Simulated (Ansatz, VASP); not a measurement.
## One calculation of TeW, two programs

```
CELL_PARAMETERS angstrom
0.00000 3.02418 3.02418
3.02418 0.00000 3.02418
3.02418 3.02418 0.00000
ATOMIC_POSITIONS crystal
W 0.00000 0.00000 0.00000
Te 0.25000 0.25000 0.25000
```

Alike in both runs: task single point; functional r2SCAN; k mesh 12 × 12 × 12; occupations gaussian, width 0.1 eV; collinear spin.

|  | VASP | Ansatz |
| --- | --- | --- |
| version | VASP 6.6.1 | Ansatz 0.2.0 |
| potentials or method | VASP PAW PBE potentials, release 64 (W_sv, Te), cutoff 520 eV | scalar-relativistic, plane waves, PAW |
| valence electrons in the cell | 20 | 30 |

Ansatz gave:

```
gap on the k mesh at the Fermi level (eV)                     : none
pressure (GPa)                                                : 2.5
net moment per atom (μB)                                      : 0.73
size of the moment on the site where the two differ most (μB) : 1.01
```

**Question.** What did VASP give for the same quantities?

**Answer.** gap on the k mesh at the Fermi level (eV): none; pressure (GPa): 2.4; net moment per atom (μB): 0.73; size of the moment on the site where the two differ most (μB): 1.20.

VASP's potentials were made for PBE, not for r2SCAN. Site moments also hang on the region over which each program counts them. A gap of «none» marks a metal or a gap that the smearing closes. VASP's potentials hold 20 valence electrons a cell and Ansatz's 30, so a difference there can come from the potentials and not from the codes. Ansatz's warnings: stability check not made.

Spin-orbit coupling is off throughout.
